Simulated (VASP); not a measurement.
# HfN (Pm-3m) in VASP: settings compared

The runs below take HfN through single point, with BLYP, LDA.

All numbers are computed with VASP 6.6.1; they aren't measurements. Logs are shortened: lines on timing, memory, paths and dates and some standing lists are left out, and cuts for length are marked.

## (1) The cell of the first run

Symmetry: Pm-3m, No. 221, cubic system. Conventional cell: a = 2.787 Å, b = 2.787 Å, c = 2.787 Å, α = 90.00°, β = 90.00°, γ = 90.00°. Within 3.2 Å of Hf (site symmetry m-3m) lie 8 N at 2.41 Å and 6 Hf at 2.79 Å. N (site symmetry m-3m) has 8 Hf at 2.41 Å and 6 N at 2.79 Å within 3.2 Å.

## (2) Single point, BLYP

Contents of INCAR:

```
SYSTEM = HfN
PREC = Accurate
ENCUT = 520
EDIFF = 1E-7
ISMEAR = -1
SIGMA = 0.05
LREAL = .False.
LASPH = .True.
NELM = 100
ALGO = Normal
ISIF = 2
LWAVE = .False.
LCHARG = .False.
GGA = B5
ALDAX = 1.0
AGGAX = 1.0
AGGAC = 1.0
ALDAC = 0.0
NBANDS = 14
```

Contents of KPOINTS:

```
regular mesh
0
Gamma
  9 9 9
  0 0 0
```

Contents of POSCAR:

```
HfN
1.0
    2.7868492385      0.0000000000      0.0000000000
    0.0000000000      2.7868492385      0.0000000000
    0.0000000000      0.0000000000      2.7868492385
Hf N
1 1
Direct
    0.5000000000      0.5000000000      0.5000000000
    0.0000000000      0.0000000000      0.0000000000
```

Potentials or basis: VASP PAW PBE potentials, release 64 (Hf_pv, N).

Started as:

```bash
> cat potpaw_PBE.64/Hf_pv/POTCAR potpaw_PBE.64/N/POTCAR > POTCAR
> mpirun -np 1 vasp_std > vasp.out
```

OUTCAR:

```text
SYSTEM = HfN
   PREC = Accurate
   ENCUT = 520
   EDIFF = 1E-7
   ISMEAR = -1
   LREAL = .False.
   LASPH = .True.
   NELM = 100
   ISIF = 2
   GGA = B5

 ion  position               nearest neighbor table
   1  0.500  0.500  0.500-   2 2.41   2 2.41   2 2.41   2 2.41   2 2.41   2 2.41   2 2.41   2 2.41

   2  0.000  0.000  0.000-   1 2.41   1 2.41   1 2.41   1 2.41   1 2.41   1 2.41   1 2.41   1 2.41

  LATTYP: Found a simple cubic cell.
 ALAT       =     2.7868492385

  Lattice vectors:

 A1 = (   2.7868492385,   0.0000000000,   0.0000000000)
 A2 = (   0.0000000000,   2.7868492385,   0.0000000000)
 A3 = (   0.0000000000,   0.0000000000,   2.7868492385)

Analysis of symmetry for initial positions (statically):
=====================================================================
 Subroutine PRICEL returns:
 Original cell was already a primitive cell.

 Routine SETGRP: Setting up the symmetry group for a
 simple cubic supercell.

 Subroutine GETGRP returns: Found 48 space group operations
 (whereof 48 operations were pure point group operations)
 out of a pool of 48 trial point group operations.

The static configuration has the point symmetry O_h .

Analysis of symmetry for dynamics (positions and initial velocities):
=====================================================================
 Subroutine PRICEL returns:
 Original cell was already a primitive cell.

 Routine SETGRP: Setting up the symmetry group for a
 simple cubic supercell.

 Subroutine GETGRP returns: Found 48 space group operations
 (whereof 48 operations were pure point group operations)
 out of a pool of 48 trial point group operations.

The dynamic configuration has the point symmetry O_h .

 Subroutine INISYM returns: Found 48 space group operations
 (whereof 48 operations are pure point group operations),
 and found     1 'primitive' translations

----------------------------------------------------------------------------------------

                                     Primitive cell

  volume of cell :      21.6441

  direct lattice vectors                    reciprocal lattice vectors
     2.786849238  0.000000000  0.000000000     0.358828166  0.000000000  0.000000000
     0.000000000  2.786849238  0.000000000     0.000000000  0.358828166  0.000000000
     0.000000000  0.000000000  2.786849238     0.000000000  0.000000000  0.358828166

  length of vectors
     2.786849238  2.786849238  2.786849238     0.358828166  0.358828166  0.358828166

  position of ions in fractional coordinates (direct lattice)
     0.500000000  0.500000000  0.500000000
     0.000000000  0.000000000  0.000000000

  ion indices of the primitive-cell ions
   primitive index   ion index
                 1           1
                 2           2

----------------------------------------------------------------------------------------

 KPOINTS: regular mesh

Automatic generation of k-mesh.
 Grid dimensions read from file:
 generate k-points for:    9    9    9

 Generating k-lattice:

  Cartesian coordinates                     Fractional coordinates (reciprocal lattice)
     0.039869796  0.000000000  0.000000000     0.111111111  0.000000000  0.000000000
     0.000000000  0.039869796  0.000000000     0.000000000  0.111111111  0.000000000
     0.000000000  0.000000000  0.039869796     0.000000000  0.000000000  0.111111111

  Length of vectors
     0.039869796  0.039869796  0.039869796

  Shift w.r.t. Gamma in fractional coordinates (k-lattice)
     0.000000000  0.000000000  0.000000000

 Subroutine IBZKPT returns following result:
 ===========================================

 Found     35 irreducible k-points:

 Following reciprocal coordinates:
            Coordinates               Weight
  0.000000  0.000000  0.000000      1.000000
  0.111111  0.000000  0.000000      6.000000
  0.222222  0.000000  0.000000      6.000000
  0.333333  0.000000  0.000000      6.000000
  0.444444  0.000000  0.000000      6.000000
  0.111111  0.111111  0.000000     12.000000
[... 16 lines left out ...]
  0.333333  0.333333  0.111111     24.000000
  0.444444  0.333333  0.111111     48.000000
 [... further k-points ...]
   k-points           NKPTS =     35   k-points in BZ     NKDIM =     35   number of bands    NBANDS=     14
   number of dos      NEDOS =    301   number of ions     NIONS =      2
   total plane-waves  NPLWV =  13824
   dimension x,y,z NGX =    24 NGY =   24 NGZ =   24
   dimension x,y,z NGXF=    48 NGYF=   48 NGZF=   48
   ions per type =               1   1
   NGX,Y,Z   is equivalent  to a cutoff of  14.32, 14.32, 14.32 a.u.
   NGXF,Y,Z  is equivalent  to a cutoff of  28.63, 28.63, 28.63 a.u.
 SYSTEM =  HfN
   PREC   = accura    normal or accurate (medium, high low for compatibility)
   ISTART =      0    job   : 0-new  1-cont  2-samecut
   ICHARG =      2    charge: 1-file 2-atom 10-const
   ISPIN  =      1    spin polarized calculation?
   LNONCOLLINEAR =      F non collinear calculations
   LSORBIT =      F    spin-orbit coupling
   LASPH  =      T    aspherical Exc in radial PAW
   ENCUT  =  520.0 eV  38.22 Ry    6.18 a.u.   5.18  5.18  5.18*2*pi/ulx,y,z
   NELM   =    100;   NELMIN=  2; NELMDL= -5     # of ELM steps
   EDIFF  = 0.1E-06   stopping-criterion for ELM
   LREAL  =      F    real-space projection
   EDIFFG = 0.1E-05   stopping-criterion for IOM
   NSW    =      0    number of steps for IOM
   IBRION =     -1    ionic relax: 0-MD 1-quasi-New 2-CG
   NFREE  =      0    steps in history (QN), initial steepest desc. (CG)
   ISIF   =      2    stress and relaxation
   ISYM   =      2    0-nonsym 1-usesym 2-fastsym
   POTIM  = 0.5000    time-step for ionic-motion
   TEBEG  =    0.0;   TEEND  =   0.0 temperature during run
   PSTRESS=    0.0 pullay stress
   NELECT =      15.0000    total number of electrons
   NUPDOWN=      -1.0000    fix difference up-down
   EMIN   =  10.00;   EMAX   =-10.00  energy-range for DOS
   EFERMI =   0.00;   METHOD = LEGACY
   ISMEAR =    -1;   SIGMA  =   0.05  broadening in eV -4-tet -1-fermi 0-gaus
   EFERMI_NEDOS =   21; number of points for ismear=-14 and -15
   IALGO  =     38    algorithm
   IMIX   =      4    mixing-type and parameters
     AMIX     =   0.40;   BMIX     =  1.00
     AMIX_MAG =   1.60;   BMIX_MAG =  1.00
  volume/ion in A,a.u.               =      10.82        73.03
  Fermi-wavevector in a.u.,A,eV,Ry     =   1.448744  2.737730 28.556729  2.098860
  Thomas-Fermi vector in A             =   2.566550
   LORBIT       =      0    0 simple, 1 ext, 2 COOP (PROOUT), +10 PAW based schemes
   GGA     = B5    functional components
   LHFCALC =     F    Hartree Fock is set to
   AEXX    =    0.0000 exact exchange contribution
   IVDW    =     0    specifies the selected vdW correction
   LEPSILON=     F    determine dielectric tensor
   LRPA    =     F    only Hartree local field effects (RPA)
 non-spin polarized calculation
  energy-cutoff  :      520.00
  volume of cell :       21.64
 maximum number of plane-waves:       594
 NGX is ok and might be reduce to    24
   NGX = 11   NGY = 11   NGZ = 11

 number of electron      15.0000005 magnetization

 Free energy of the ion-electron system (eV)
  ---------------------------------------------------
  ext. energy  EPLUGINS =         0.00000000
  ---------------------------------------------------
  free energy    TOTEN  =       -17.94565517 eV

  energy without entropy =      -17.93513912  energy(sigma->0) =      -17.94039714

 E-fermi :   8.3161     XC(G=0): -12.4714

 val. band max:        8.2899866237   @ k =   0.1111   0.1111   0.0000
 cond. band min:       8.3916645024   @ k =   0.2222   0.2222   0.1111
 fundamental gap:      0.1016778787
 Fermi energy:         8.3160586707

 k-point     1 :       0.0000    0.0000    0.0000
  band No.  band energies     occupation
      1     -21.7821      2.00000
      2     -21.7821      2.00000
      3     -21.7821      2.00000
      4      -7.9505      2.00000
      5       5.7630      2.00000
      6       5.7630      2.00000
      7       7.2133      2.00000
      8       7.2133      2.00000
      9       7.2133      2.00000
     10      12.3829      0.00000
     11      14.7706      0.00000
     12      14.7706      0.00000
     13      14.7706      0.00000
     14      20.6753      0.00000

 k-point     2 :       0.1111    0.0000    0.0000
  band No.  band energies     occupation
      1     -21.9779      2.00000
      2     -21.7650      2.00000
      3     -21.7650      2.00000
      4      -7.6993      2.00000
      5       5.1462      2.00000
      6       5.8840      2.00000
      7       7.0020      2.00000
      8       7.0020      2.00000
      9       7.6256      2.00000
     10      13.1318      0.00000
     11      14.8331      0.00000
     12      14.8331      0.00000
     13      14.8399      0.00000
     14      20.6754      0.00000

 k-point     3 :       0.2222    0.0000    0.0000
  band No.  band energies     occupation
      1     -22.4467      2.00000
      2     -21.7214      2.00000
      3     -21.7214      2.00000
      4      -7.0378      2.00000
      5       3.5306      2.00000
      6       6.2114      2.00000
      7       6.4863      2.00000
      8       6.4863      2.00000
      9       9.3303      0.00000
     10      14.5998      0.00000
     11      15.0210      0.00000
     12      15.0365      0.00000
     13      15.0365      0.00000
     14      20.6754      0.00000

 k-point     4 :       0.3333    0.0000    0.0000
  band No.  band energies     occupation
      1     -22.9405      2.00000
      2     -21.6713      2.00000
      3     -21.6713      2.00000
      4      -6.1890      2.00000
      5       1.8443      2.00000
      6       5.9312      2.00000
      7       5.9312      2.00000
      8       6.6285      2.00000
      9      11.8388      0.00000
     10      15.2377      0.00000
     11      15.3430      0.00000
     12      15.3430      0.00000
     13      16.1517      0.00000
     14      20.6729      0.00000

 k-point     5 :       0.4444    0.0000    0.0000
  band No.  band energies     occupation
      1     -23.2439      2.00000
      2     -21.6382      2.00000
      3     -21.6382      2.00000
      4      -5.5127      2.00000
      5       0.7117      2.00000
      6       5.5855      2.00000
      7       5.5855      2.00000
      8       6.9343      2.00000
      9      13.8418      0.00000
     10      15.3861      0.00000
     11      15.5897      0.00000
[... 276 lines left out ...]
 k-point    22 :       0.4444    0.2222    0.1111
  band No.  band energies     occupation
      1     -23.0984      2.00000
      2     -22.2153      2.00000
      3     -21.7534      2.00000
      4      -5.6858      2.00000
      5       2.1315      2.00000
      6       4.2952      2.00000
      7       6.3912      2.00000
      8       8.3922      0.35800
      9      12.0353      0.00000
     10      12.5495      0.00000
     11      14.6752      0.00000
     12      15.0620      0.00000
     13      19.2818      0.00000
     14      20.6845      0.00000

 k-point    23 :       0.3333    0.3333    0.1111
  band No.  band energies     occupation
      1     -22.7533      2.00000
      2     -22.6870      2.00000
      3     -21.7386      2.00000
      4      -5.8622      2.00000
      5       2.9577      2.00000
      6       4.2322      2.00000
      7       6.0999      2.00000
      8       8.7001      0.00092
      9      12.0707      0.00000
     10      12.2375      0.00000
     11      14.1640      0.00000
     12      14.2563      0.00000
     13      18.0283      0.00000
     14      20.6864      0.00000

 k-point    24 :       0.4444    0.3333    0.1111
  band No.  band energies     occupation
      1     -23.0037      2.00000
      2     -22.6620      2.00000
      3     -21.7060      2.00000
      4      -5.8218      2.00000
      5       3.0106      2.00000
      6       3.9968      2.00000
      7       6.4885      2.00000
      8       8.4165      0.23667
      9      11.6347      0.00000
     10      12.1226      0.00000
     11      13.9567      0.00000
     12      15.3403      0.00000
     13      19.6221      0.00000
     14      20.7133      0.00000

 [... further k-points ...]

------------------------ aborting loop because EDIFF is reached ----------------------------------------

  FORCE on cell =-STRESS in cart. coord.  units (eV):
  Direction    XX          YY          ZZ          XY          YZ          ZX
  --------------------------------------------------------------------------------------
  -------------------------------------------------------------------------------------
  Total        2.4411832      2.4411832      2.4411832      0.0000000      0.0000000     -0.0000000
  in kB      180.7051470    180.7051470    180.7051470      0.0000000      0.0000000     -0.0000000
  external PRESSURE =     180.7051470 kB  Pullay stress =       0.0000000 kB

 VOLUME and BASIS-vectors are now :
 -----------------------------------------------------------------------------
  energy-cutoff  :      520.00
  volume of cell :       21.64
      direct lattice vectors                 reciprocal lattice vectors
     2.786849238  0.000000000  0.000000000     0.358828166  0.000000000  0.000000000
     0.000000000  2.786849238  0.000000000     0.000000000  0.358828166  0.000000000
     0.000000000  0.000000000  2.786849238     0.000000000  0.000000000  0.358828166

 POSITION                                       TOTAL-FORCE (eV/Angst)
 -----------------------------------------------------------------------------------
      1.39342      1.39342      1.39342         0.000000      0.000000      0.000000
      0.00000      0.00000      0.00000         0.000000      0.000000      0.000000
 -----------------------------------------------------------------------------------
    total drift:                                0.000000     -0.000000     -0.000000

  FREE ENERGIE OF THE ION-ELECTRON SYSTEM (eV)
  ---------------------------------------------------
  free  energy   TOTEN  =       -17.9456551690 eV

  energy  without entropy=      -17.9351391198  energy(sigma->0) =      -17.94039714
```

Run time: 14 s. Hardware: 1 thread of AMD EPYC 9R45 (Zen 5), shared host; peak memory 0.11 GiB.

What came out:

```
Free energy : -17.9457 eV
Pressure    : 18.1 GPa
```

Levels at points of the mesh, in eV from the Fermi level:
```
           k point  band 5  band 6  band 7  band 8  band 9  band 10  band 11  band 12
(0.00, 0.00, 0.00)   -2.55   -2.55   -1.10   -1.10   -1.10     4.07     6.45     6.45
```

Caveat: the PAW data sets were made with another functional, which shifts forces and pressure a little; spin-orbit coupling is left out, which moves the levels of the heavy elements.

## (3) Single point, BLYP

This run uses another cell than the first one, of 11.05 Å³/atom, 1.021 times its volume.

Contents of INCAR:

```
  PREC = Accurate
  ENCUT = 520
  EDIFF = 1E-6
  ISMEAR = -1
  SIGMA = 0.05
  LREAL = False
  LASPH = True
  NELM = 100
  ALGO = Normal
  ISIF = 2
  LWAVE = False
  LCHARG = False
  GGA = B5
  ALDAX = 1.0
  AGGAX = 1.0
  AGGAC = 1.0
  ALDAC = 0.0
  NBANDS = 14
```

Contents of KPOINTS:

```
regular mesh
0
Gamma
  9 9 9
```

Contents of POSCAR:

```
HfN
1.0
    2.8060694958      0.0000000000      0.0000000000
    0.0000000000      2.8060694958      0.0000000000
    0.0000000000      0.0000000000      2.8060694958
Hf N
1 1
Direct
    0.5000000000      0.5000000000      0.5000000000
    0.0000000000      0.0000000000      0.0000000000
```

Potentials or basis: VASP PAW PBE potentials, release 64 (Hf_pv, N).

Started as:

```bash
> cat potpaw_PBE.64/Hf_pv/POTCAR potpaw_PBE.64/N/POTCAR > POTCAR
> mpirun -np 1 vasp_std > vasp.out
```

Wall time 14 s (1 thread of AMD EPYC 9R45 (Zen 5), shared host); peak memory 0.11 GiB.

Results (log left out):

- Free energy: -17.9884 eV
- Pressure: 12.2 GPa

Levels at points of the mesh, in eV from the Fermi level:
```csv
k point,band 6,band 7,band 8,band 9,band 10,band 11
"(0.00, 0.00, 0.00)",-2.47,-1.09,-1.09,-1.09,3.79,6.32
```

Caveat: the PAW data sets were made with another functional, which shifts forces and pressure a little; spin-orbit coupling is left out, which moves the levels of the heavy elements.

## (4) Single point, LDA

This run uses another cell than the first one, of 11.27 Å³/atom, 1.042 times its volume.

Contents of INCAR:

```
ALGO = Normal
EDIFF = 1E-6
ENCUT = 520
ISIF = 2
ISMEAR = -1
LASPH = T
LCHARG = F
LREAL = F
LWAVE = F
NBANDS = 14
NELM = 60
PREC = Accurate
SIGMA = 0.05
```

Contents of KPOINTS:

```
k-points
0
Gamma
  9 9 9
```

Contents of POSCAR:

```
HfN
1.0
    2.8250300000      0.0000000000      0.0000000000
    0.0000000000      2.8250300000      0.0000000000
    0.0000000000      0.0000000000      2.8250300000
Hf N
1 1
Direct
    0.5000000000      0.5000000000      0.5000000000
    0.0000000000      0.0000000000      0.0000000000
```

Potentials or basis: VASP PAW LDA potentials, release 64 (Hf_pv, N).

Started as:

```bash
> cat potpaw_LDA.64/Hf_pv/POTCAR potpaw_LDA.64/N/POTCAR > POTCAR
> mpirun -np 1 vasp_std > vasp.out
```

It took 5.8 s on 1 thread of AMD EPYC 9R45 (Zen 5), shared host; peak memory 0.1 GiB.

It converged, with:

```yaml
Free_energy: -21.8369 eV
Pressure: -16.6 GPa
```

Levels at points of the mesh, in eV from the Fermi level:
```csv
k point,band 4,band 5,band 6,band 7,band 8,band 9,band 10,band 11,band 12,band 13
"(0.00, 0.00, 0.00)",-15.89,-2.45,-2.45,-1.03,-1.03,-1.03,3.45,6.27,6.27,6.27
```

Caveat: spin-orbit coupling is left out, which moves the levels of the heavy elements.

## (5) The runs side by side

```tsv
level	potentials or basis	cell	gap on the mesh (eV)	pressure (GPa)
BLYP	VASP PAW PBE potentials, release 64 (Hf_pv, N)	a = 2.787 Å, 2 atoms	none	18.1
BLYP	VASP PAW PBE potentials, release 64 (Hf_pv, N)	a = 2.806 Å, 2 atoms	none	12.2
LDA	VASP PAW LDA potentials, release 64 (Hf_pv, N)	a = 2.825 Å, 2 atoms	none	-16.6
```

Alike in all rows: task single point; no spin polarisation; k mesh 9 × 9 × 9; cutoff (eV) 520; smearing fermi-dirac 0.05 eV.

Caveats: spin-orbit coupling is left out, which moves the levels of the heavy elements; the PAW data sets were made with another functional, which shifts forces and pressure a little (some runs).

Total energies depend on the potentials used, so only differences within one code and one set of settings carry meaning.
